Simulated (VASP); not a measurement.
# Zr3CdC (Pm-3m) in VASP: settings compared

Aim: see how the results for Zr3CdC move with the level of theory and the settings. Levels: r2SCAN, PBE. Tasks: single point, relaxation of cell and atoms.

Everything below comes from runs of VASP 6.6.1. Logs are shortened: lines on timing, memory, paths and dates and some standing lists are left out, and cuts for length are marked.

## 1. The cell of the first run

It takes space group Pm-3m (No. 221, cubic). Conventional cell: a = 4.572 Å, b = 4.572 Å, c = 4.572 Å, α = 90.00°, β = 90.00°, γ = 90.00°. Zr (site symmetry 4/mmm) has 2 C at 2.29 Å within 3.0 Å. Cd (site symmetry m-3m) has 12 Zr at 3.23 Å and 8 C at 3.96 Å within 4.3 Å. Within 3.0 Å of C (site symmetry m-3m) lie 6 Zr at 2.29 Å.

## 2. Single point, r2SCAN

POSCAR reads:

```
Zr3CdC
1.0
    4.5721041816      0.0000000000      0.0000000000
    0.0000000000      4.5721041816      0.0000000000
    0.0000000000      0.0000000000      4.5721041816
Zr Cd C
3 1 1
Direct
    0.0000000000      0.5000000000      0.5000000000
    0.5000000000      0.0000000000      0.5000000000
    0.5000000000      0.5000000000      0.0000000000
    0.0000000000      0.0000000000      0.0000000000
    0.5000000000      0.5000000000      0.5000000000
```

INCAR.step1 reads:

```
SYSTEM = Zr3CdC
PREC = Accurate
ENCUT = 520
ISMEAR = 0
SIGMA = 0.1
LREAL = .False.
LASPH = .True.
NELM = 60
NBANDS = 34
GGA = PE
ALGO = Normal
EDIFF = 1E-4
LWAVE = .True.
LCHARG = .False.
```

INCAR.step2 reads:

```
SYSTEM = Zr3CdC
PREC = Accurate
ENCUT = 520
EDIFF = 1E-6
ISMEAR = 0
SIGMA = 0.1
LREAL = .False.
LASPH = .True.
NELM = 60
ALGO = Normal
ISIF = 2
LWAVE = .False.
LCHARG = .False.
METAGGA = R2SCAN
LMIXTAU = .True.
NBANDS = 34
ISTART = 1
```

KPOINTS reads:

```
Automatic mesh
0
Gamma
  8 8 8
  0 0 0
```

Potentials or basis: VASP PAW PBE potentials, release 64 (Zr_sv, Cd, C).

Run with:

```
cat potpaw_PBE.64/Zr_sv/POTCAR potpaw_PBE.64/Cd/POTCAR potpaw_PBE.64/C/POTCAR > POTCAR
cp INCAR.step1 INCAR
mpirun -np 1 vasp_std > vasp.out
cp INCAR.step2 INCAR
mpirun -np 1 vasp_std > vasp.out
```

OUTCAR:

```text
SYSTEM = Zr3CdC
   PREC = Accurate
   ENCUT = 520
   EDIFF = 1E-6
   ISMEAR = 0
   LREAL = .False.
   LASPH = .True.
   NELM = 60
   ISIF = 2
   METAGGA = R2SCAN
   ISTART = 1

 ion  position               nearest neighbor table
   1  0.000  0.500  0.500-   5 2.29   5 2.29   4 3.23   2 3.23   3 3.23   4 3.23   2 3.23   4 3.23
                             4 3.23   2 3.23   3 3.23   3 3.23   3 3.23   2 3.23
   2  0.500  0.000  0.500-   5 2.29   5 2.29   4 3.23   1 3.23   3 3.23   4 3.23   1 3.23   3 3.23
                             3 3.23   3 3.23   1 3.23   4 3.23   4 3.23   1 3.23
   3  0.500  0.500  0.000-   5 2.29   5 2.29   4 3.23   1 3.23   1 3.23   2 3.23   2 3.23   2 3.23
                             4 3.23   2 3.23   1 3.23   4 3.23   1 3.23   4 3.23
   4  0.000  0.000  0.000-   1 3.23   2 3.23   3 3.23   1 3.23   2 3.23   1 3.23   3 3.23   1 3.23
                             2 3.23   3 3.23   2 3.23   3 3.23
   5  0.500  0.500  0.500-   1 2.29   2 2.29   3 2.29   3 2.29   2 2.29   1 2.29

  LATTYP: Found a simple cubic cell.
 ALAT       =     4.5721041816

  Lattice vectors:

 A1 = (   4.5721041816,   0.0000000000,   0.0000000000)
 A2 = (   0.0000000000,   4.5721041816,   0.0000000000)
 A3 = (   0.0000000000,   0.0000000000,   4.5721041816)

Analysis of symmetry for initial positions (statically):
=====================================================================
 Subroutine PRICEL returns:
 Original cell was already a primitive cell.

 Routine SETGRP: Setting up the symmetry group for a
 simple cubic supercell.

 Subroutine GETGRP returns: Found 48 space group operations
 (whereof 48 operations were pure point group operations)
 out of a pool of 48 trial point group operations.

The static configuration has the point symmetry O_h .

Analysis of symmetry for dynamics (positions and initial velocities):
=====================================================================
 Subroutine PRICEL returns:
 Original cell was already a primitive cell.

 Routine SETGRP: Setting up the symmetry group for a
 simple cubic supercell.

 Subroutine GETGRP returns: Found 48 space group operations
 (whereof 48 operations were pure point group operations)
 out of a pool of 48 trial point group operations.

The dynamic configuration has the point symmetry O_h .

 Subroutine INISYM returns: Found 48 space group operations
 (whereof 48 operations are pure point group operations),
 and found     1 'primitive' translations

----------------------------------------------------------------------------------------

[... 103 lines left out ...]
   NFREE  =      0    steps in history (QN), initial steepest desc. (CG)
   ISIF   =      2    stress and relaxation
   ISYM   =      2    0-nonsym 1-usesym 2-fastsym
   POTIM  = 0.5000    time-step for ionic-motion
   TEBEG  =    0.0;   TEEND  =   0.0 temperature during run
   PSTRESS=    0.0 pullay stress
   NELECT =      52.0000    total number of electrons
   NUPDOWN=      -1.0000    fix difference up-down
   EMIN   =  10.00;   EMAX   =-10.00  energy-range for DOS
   EFERMI =   0.00;   METHOD = LEGACY
   ISMEAR =     0;   SIGMA  =   0.10  broadening in eV -4-tet -1-fermi 0-gaus
   EFERMI_NEDOS =   21; number of points for ismear=-14 and -15
   IALGO  =     38    algorithm
   IMIX   =      4    mixing-type and parameters
     AMIX     =   0.40;   BMIX     =  1.00
     AMIX_MAG =   1.60;   BMIX_MAG =  1.00
  volume/ion in A,a.u.               =      19.12       129.00
  Fermi-wavevector in a.u.,A,eV,Ry     =   1.336472  2.525566 24.302143  1.786157
  Thomas-Fermi vector in A             =   2.465096
   LORBIT       =      0    0 simple, 1 ext, 2 COOP (PROOUT), +10 PAW based schemes
   METAGGA = R2SCAN    functional components
   LHFCALC =     F    Hartree Fock is set to
   AEXX    =    0.0000 exact exchange contribution
   IVDW    =     0    specifies the selected vdW correction
   LEPSILON=     F    determine dielectric tensor
   LRPA    =     F    only Hartree local field effects (RPA)
 non-spin polarized calculation
 Gauss-broadening in eV      SIGMA  =   0.10
  energy-cutoff  :      520.00
  volume of cell :       95.58
 maximum number of plane-waves:      2612
 NGX is ok and might be reduce to    36
   NGX = 17   NGY = 17   NGZ = 17

 number of electron      51.9999987 magnetization

 Free energy of the ion-electron system (eV)
  ---------------------------------------------------
  ext. energy  EPLUGINS =         0.00000000
  ---------------------------------------------------
  free energy    TOTEN  =      -100.94643327 eV

  energy without entropy =     -100.93527173  energy(sigma->0) =     -100.94085250

 E-fermi :   7.6687     XC(G=0): -12.1470

 val. band max:        7.5868983634   @ k =   0.5000   0.2500   0.1250
 cond. band min:       7.6985590706   @ k =   0.3750   0.2500   0.1250
 fundamental gap:      0.1116607072
 Fermi energy:         7.6686603363

 k-point     1 :       0.0000    0.0000    0.0000
  band No.  band energies     occupation
      1     -43.0233      2.00000
      2     -42.8827      2.00000
      3     -42.8827      2.00000
      4     -20.6533      2.00000
      5     -20.6533      2.00000
      6     -20.6533      2.00000
[... 877 lines left out ...]
     33      10.8417      0.00000
     34      11.3567      0.00000

 [... further k-points ...]

------------------------ aborting loop because EDIFF is reached ----------------------------------------

  FORCE on cell =-STRESS in cart. coord.  units (eV):
  Direction    XX          YY          ZZ          XY          YZ          ZX
  --------------------------------------------------------------------------------------
  -------------------------------------------------------------------------------------
  Total       -0.2891149     -0.2891149     -0.2891149      0.0000000      0.0000000     -0.0000000
  in kB       -4.8465504     -4.8465504     -4.8465504      0.0000000      0.0000000     -0.0000000
  external PRESSURE =      -4.8465504 kB  Pullay stress =       0.0000000 kB

 VOLUME and BASIS-vectors are now :
 -----------------------------------------------------------------------------
  energy-cutoff  :      520.00
  volume of cell :       95.58
      direct lattice vectors                 reciprocal lattice vectors
     4.572104182  0.000000000  0.000000000     0.218717676  0.000000000  0.000000000
     0.000000000  4.572104182  0.000000000     0.000000000  0.218717676  0.000000000
     0.000000000  0.000000000  4.572104182     0.000000000  0.000000000  0.218717676

 POSITION                                       TOTAL-FORCE (eV/Angst)
 -----------------------------------------------------------------------------------
      0.00000      2.28605      2.28605         0.000000      0.000000      0.000000
      2.28605      0.00000      2.28605         0.000000      0.000000      0.000000
      2.28605      2.28605      0.00000         0.000000      0.000000      0.000000
      0.00000      0.00000      0.00000         0.000000      0.000000      0.000000
      2.28605      2.28605      2.28605         0.000000      0.000000      0.000000
 -----------------------------------------------------------------------------------
    total drift:                                0.000000      0.000000      0.000000

  FREE ENERGIE OF THE ION-ELECTRON SYSTEM (eV)
  ---------------------------------------------------
  free  energy   TOTEN  =      -100.9464332693 eV

  energy  without entropy=     -100.9352717253  energy(sigma->0) =     -100.94085250
```

OUTCAR.step1:

```text
SYSTEM = Zr3CdC
   PREC = Accurate
   ENCUT = 520
   ISMEAR = 0
   LREAL = .False.
   LASPH = .True.
[... 1125 lines left out ...]
      2.28605      2.28605      0.00000         0.000000      0.000000      0.000000
      0.00000      0.00000      0.00000         0.000000      0.000000      0.000000
      2.28605      2.28605      2.28605         0.000000      0.000000      0.000000
 -----------------------------------------------------------------------------------
    total drift:                                0.000000      0.000000      0.000000

  FREE ENERGIE OF THE ION-ELECTRON SYSTEM (eV)
  ---------------------------------------------------
  free  energy   TOTEN  =       -37.8202135184 eV

  energy  without entropy=      -37.8071550232  energy(sigma->0) =      -37.81368427
```

Run time: 4.3 min. Hardware: 1 thread of AMD EPYC 9R45 (Zen 5), shared host; peak memory 0.25 GiB.

What came out:

```yaml
Free_energy: -100.9464 eV
Pressure: -0.5 GPa
Band_gap_on_the_k_mesh: zero (bands 26 and 27 overlap by 2.05 eV)
```

Levels at points of the mesh, in eV from the Fermi level:
```csv
k point,band 24,band 25,band 26,band 27,band 28,band 29
"(0.00, 0.00, 0.00)",-1.31,-1.31,-1.24,-1.24,2.53,2.53
"(0.50, 0.00, 0.00)",-1.18,-1.18,-1.16,0.17,1.10,1.72
"(0.50, 0.50, 0.00)",-1.96,-1.35,0.68,0.68,0.77,0.77
"(0.50, 0.50, 0.50)",-0.42,-0.42,0.82,0.82,0.82,0.83
```

Caveat: the PAW data sets were made with another functional, which shifts forces and pressure a little.

## 3. Relaxation of cell and atoms, PBE

INCAR reads:

```
SYSTEM = Zr3CdC
  PREC = Accurate
  ENCUT = 600
  EDIFF = 1E-6
  ISMEAR = 0
  SIGMA = 0.1
  LREAL = .FALSE.
  LASPH = .TRUE.
  NELM = 100
  ALGO = Normal
  ISIF = 3
  LWAVE = .FALSE.
  LCHARG = .FALSE.
  GGA = PE
  IBRION = 2
  NSW = 100
  EDIFFG = -0.01
```

KPOINTS reads:

```
Automatic mesh
0
G
  8 8 8
  0 0 0
```

POSCAR, as its differences from that of step 2:

```diff
@@ -2,5 +2,5 @@
 1.0
-    4.5721041816      0.0000000000      0.0000000000
-    0.0000000000      4.5721041816      0.0000000000
-    0.0000000000      0.0000000000      4.5721041816
+    4.5701658487      0.0000000000      0.0000000000
+    0.0000000000      4.5701658487      0.0000000000
+    0.0000000000      0.0000000000      4.5701658487
 Zr Cd C
```

Potentials or basis: VASP PAW PBE potentials, release 64 (Zr_sv, Cd, C).

Run with:

```
cat potpaw_PBE.64/Zr_sv/POTCAR potpaw_PBE.64/Cd/POTCAR potpaw_PBE.64/C/POTCAR > POTCAR
mpirun -np 1 vasp_std > vasp.out
```

It took 3.3 min on 1 thread of AMD EPYC 9R45 (Zen 5), shared host; peak memory 0.3 GiB.

Results (log left out):

| Property | Result |
| --- | --- |
| Free energy | -37.8208 eV |
| Relaxed volume | 19.13 Å³/atom |
| Relaxed cell | a = 4.573 Å, b = 4.573 Å, c = 4.573 Å, α = 90.00°, β = 90.00°, γ = 90.00° |
| Space group after relaxing (to 0.1 Å) | Pm-3m (No. 221) |
| Energy gained by relaxing | 0.0 meV/atom |
| Ionic steps | 3 |
| Pressure after relaxing | 0.0 GPa |
| Band gap on the k mesh | zero (bands 26 and 27 overlap by 1.77 eV) |

Step by step:
| step | energy change (eV) | largest force (eV/Å) | pressure (GPa) | volume (Å³) |
| --- | --- | --- | --- | --- |
| 1 | 0.0000 | 0.0000 | 0.28 | 95.45 |
| 2 | 0.0001 | 0.0000 | -0.34 | 95.92 |
| 3 | -0.0002 | 0.0000 | 0.00 | 95.66 |

Final structure:
```yaml
crystal:
  lattice:
    - [4.57343, 0.00000, 0.00000]
    - [0.00000, 4.57343, 0.00000]
    - [0.00000, 0.00000, 4.57343]
  atoms:
    - { symbol: Zr, position: [0.00000, 0.50000, 0.50000] }
    - { symbol: Zr, position: [0.50000, 0.00000, 0.50000] }
    - { symbol: Zr, position: [0.50000, 0.50000, 0.00000] }
    - { symbol: Cd, position: [0.00000, 0.00000, 0.00000] }
    - { symbol: C, position: [0.50000, 0.50000, 0.50000] }
```

Levels at points of the mesh, in eV from the Fermi level:
```tsv
k point	band 23	band 24	band 25	band 26	band 27	band 28	band 29	band 30
(0.00, 0.00, 0.00)	-1.17	-1.17	-1.06	-1.06	-1.06	2.43	2.43	2.43
(0.50, 0.00, 0.00)	-1.94	-1.12	-1.03	-1.03	0.21	1.02	1.69	2.19
(0.50, 0.50, 0.00)	-1.72	-1.72	-1.18	0.67	0.67	0.69	0.69	1.90
(0.50, 0.50, 0.50)	-0.15	-0.15	-0.15	0.71	0.71	0.71	0.77	0.77
```

The gap in the log of VASP goes by the Fermi energy; the results here count the filled bands.